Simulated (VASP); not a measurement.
## RbBr: single point with LDA

RbBr:

```
Rb Br
1.0
     0.00000    3.42750    3.56460
     3.42750    0.00000    3.56460
     3.42750    3.42750    0.00000
Rb Br
1 1
Direct
  0.00000 0.00000 0.00000
  0.50000 0.50000 0.50000
```

This cell differs from its parent crystal: strain +0.000 along x and y, +0.040 along z.

| Item | Value |
| --- | --- |
| Program | VASP 6.6.1 |
| Task | single point |
| Functional | LDA |
| Potentials or basis | VASP PAW LDA potentials, release 64 (Rb_sv, Br) |
| Cutoff | 520 eV |
| k mesh | 6 × 6 × 6 |
| Occupations | gaussian, width 0.05 eV |
| Spin | no spin polarisation |

```
Pressure               : -1.6 GPa
Band gap on the k mesh : 3.85 eV
```

Stress tensor (GPa, compression positive):
```
-1.31  0.00  0.00
 0.00 -1.31  0.00
 0.00  0.00 -2.03
```

Levels at points of the mesh, in eV from the valence-band top:
```tsv
k point	band 4	band 5	band 6	band 7	band 8	band 9	band 10	band 11	band 12	band 13
(0.00, 0.00, 0.00)	-8.50	-8.50	-0.03	0.00	0.00	3.85	6.86	7.09	7.09	7.83
(0.50, 0.00, 0.00)	-8.50	-8.46	-1.00	-0.36	-0.35	6.35	7.25	9.11	9.16	9.64
(0.50, 0.50, 0.00)	-8.56	-8.56	-0.54	-0.15	-0.15	5.36	6.61	8.50	8.92	9.05
(0.50, 0.00, 0.50)	-8.58	-8.56	-0.48	-0.20	-0.18	5.32	6.65	8.66	9.00	9.09
```

Wall time 44 s on 1 thread of Intel Xeon 8259CL, on a shared host, peak memory 0.2 GiB.

Caveat: the cell differs from its parent crystal (strain +0.000 along x and y, +0.040 along z).
